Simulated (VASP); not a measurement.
Crystal: CdF2.

```xyz
3
Lattice="0.0000 2.6241 2.6826 2.6826 0.0000 2.6826 2.6826 2.6241 0.0000" Properties=species:S:1:pos:R:3 pbc="T T T"
Cd    0.0000    0.0000    0.0000
F     1.3413    1.3121    1.3413
F     4.0239    3.9362    4.0239
```

This cell differs from its parent crystal: uniaxial y strain -2.2%.

Base run:

| Quantity | Value |
| --- | --- |
| Program | VASP 6.6.1 |
| Functional | r2SCAN |
| Potentials or basis | VASP PAW PBE potentials, release 64 (Cd, F) |
| Cutoff | 520 eV |
| k mesh | 8 × 8 × 8 |
| Occupations | gaussian, width 0.01 eV |
| Spin | no spin polarisation |

Its results: band gap on the k mesh 3.86 eV (least direct gap 4.30 eV); pressure 5.5 GPa.

Task: The run is repeated on the same cell with these changes: functional from r2SCAN to PBE; occupations from gaussian, width 0.01 eV to fermi-dirac, width 0.02 eV. What comes out?

Result: Band gap on the k mesh 3.17 eV (least direct gap 3.62 eV); pressure 10.8 GPa.

Caveats: the cell stands under pressure; the PAW data sets were made with another functional, which shifts forces and pressure a little (at least some runs).

A k mesh can miss the band edges.
